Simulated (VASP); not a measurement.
## Cu: single point with r2SCAN

The system is Cu.

```
Cu
1.0
     2.89538    0.00000    0.00000
     0.00000    2.89538    0.00000
     0.00000    0.00000    2.82079
Cu
2
Direct
  0.00000 0.00000 0.00000
  0.50000 0.50000 0.50000
```

This cell differs from its parent crystal: strain along c alone, the other axes held: +3.0 %.

- Program: VASP 6.6.1
- Task: single point
- Functional: r2SCAN
- Potentials or basis: VASP PAW PBE potentials, release 64 (Cu)
- Cutoff: 520 eV
- k mesh: 18 × 18 × 18
- Occupations: gaussian, width 0.1 eV
- Spin: no spin polarisation
- Dipole correction: no
- Further INCAR settings: ALGO = Normal; EDIFF = 1e-06; NBANDS = 18

- Pressure: -3.8 GPa
- Band gap on the k mesh: zero (bands 11 and 12 overlap by 8.04 eV)

Stress tensor (GPa, compression positive):
```
-3.63  0.00  0.00
 0.00 -3.63  0.00
 0.00  0.00 -4.06
```

Levels at points of the mesh, in eV from the Fermi level:
```
           k point  band 7  band 8  band 9  band 10  band 11  band 12  band 13  band 14  band 15  band 16
(0.00, 0.00, 0.00)   -2.26   -2.15   -1.63    -1.63    -1.60     8.31     8.31     9.35    13.69    14.14
(0.50, 0.00, 0.00)   -2.84   -2.84   -2.40    -2.40    -1.43    -1.43    14.82    14.82    15.79    15.79
(0.50, 0.50, 0.00)   -2.12   -2.12   -1.46    -1.46    -0.74    -0.74     4.39     4.39    18.72    18.72
(0.00, 0.00, 0.50)   -2.94   -2.94   -2.43    -2.43    -1.22    -1.22    15.11    15.11    15.11    15.11
(0.50, 0.00, 0.50)   -2.05   -2.05   -1.44    -1.44    -0.54    -0.54     4.68     4.68    18.03    18.03
(0.50, 0.50, 0.50)   -2.09   -2.09   -2.04    -2.04     6.61     6.61     6.79     6.79     6.79     6.79
```

Wall time 10 min on 1 thread of Intel Xeon 8259CL (shared host), peak memory 0.3 GiB.

Caveat: the cell differs from its parent crystal (strain along c alone, the other axes held: +3.0 %); the cell stands under tension; the PAW data sets were made with another functional, which shifts forces and pressure a little.
